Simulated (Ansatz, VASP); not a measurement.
# Two plane-wave programs on Hf

POSCAR

```
Hf
1.0
    3.1314429137      0.0000000000      0.0000000000
   -1.5657214569      2.7119091138      0.0000000000
    0.0000000000      0.0000000000      4.9545506207
Hf
2
Direct
    0.6666666667      0.3333333333      0.7500000000
    0.3333333333      0.6666666667      0.2500000000
```

Contents of INCAR.step1:

```
SYSTEM = Hf
ALGO = Normal ; EDIFF = 1E-5
ENCUT = 520 ; GGA = PE
ISIF = 2 ; ISMEAR = -1
LASPH = .TRUE. ; LCHARG = .FALSE.
LREAL = .FALSE. ; LWAVE = .TRUE.
NBANDS = 17 ; NELM = 100
PREC = Accurate ; SIGMA = 0.05
```

The input INCAR.step2:

```
SYSTEM = Hf
ALGO = Normal ; EDIFF = 1E-6
ENCUT = 520 ; GGA = PE
HFSCREEN = 0.2079 ; ISIF = 2
ISMEAR = -1 ; ISTART = 1
LASPH = .TRUE. ; LCHARG = .FALSE.
LHFCALC = .TRUE. ; LREAL = .FALSE.
LWAVE = .FALSE. ; NBANDS = 17
NELM = 100 ; PREC = Accurate
PRECFOCK = Normal ; SIGMA = 0.05
```

The input KPOINTS:

```
k-points
0
G
  6 6 4
  0 0 0
```

The input input:

```
crystal:
  lattice:
    - [3.1314429137, 0.0, 0.0]
    - [-1.5657214569, 2.7119091138, 0.0]
    - [0.0, 0.0, 4.9545506207]
  atoms:
    - { symbol: Hf, position: [0.6666666667, 0.3333333333, 0.75] }
    - { symbol: Hf, position: [0.3333333333, 0.6666666667, 0.25] }
hamiltonian:
  xc: hse06
  pseudopotentials: { kind: paw }
kpoints:
  mp_grid: { grid: [6, 6, 4] }
scf:
  occupations: { method: fermi_dirac, width: 0.05 }
output:
  forces: true
  stress: true
  eigenvalues: true
```

Alike in both runs: task single point; functional HSE06; k mesh 6 × 6 × 4; occupations fermi-dirac, width 0.05 eV; no spin polarisation.

|  | VASP | Ansatz |
| --- | --- | --- |
| version | VASP 6.6.1 | Ansatz 0.2.0 |
| potentials or method | VASP PAW PBE potentials, release 64 (Hf_pv) | Ansatz PAW |
| plane-wave cutoff (eV) | 520 | 420 |
| valence electrons in the cell | 20 | 52 |

```tsv
	VASP	Ansatz	Ansatz less VASP
gap on the k mesh at the Fermi level (eV)	none	none	-
pressure (GPa)	8.0	10.3	+2.26
traceless stress, the component that is largest in VASP (GPa)	0.36	0.45	+0.086
```

A gap of «none» marks a metal or a gap that the smearing closes. The functional is the same, so the differences come from potentials, cutoffs and numerics. VASP's potentials hold 20 valence electrons a cell and Ansatz's 52, so a difference there can come from the potentials and not from the codes.

The k mesh is coarse, so the values compare programs but aren't converged. Spin-orbit coupling is off throughout.
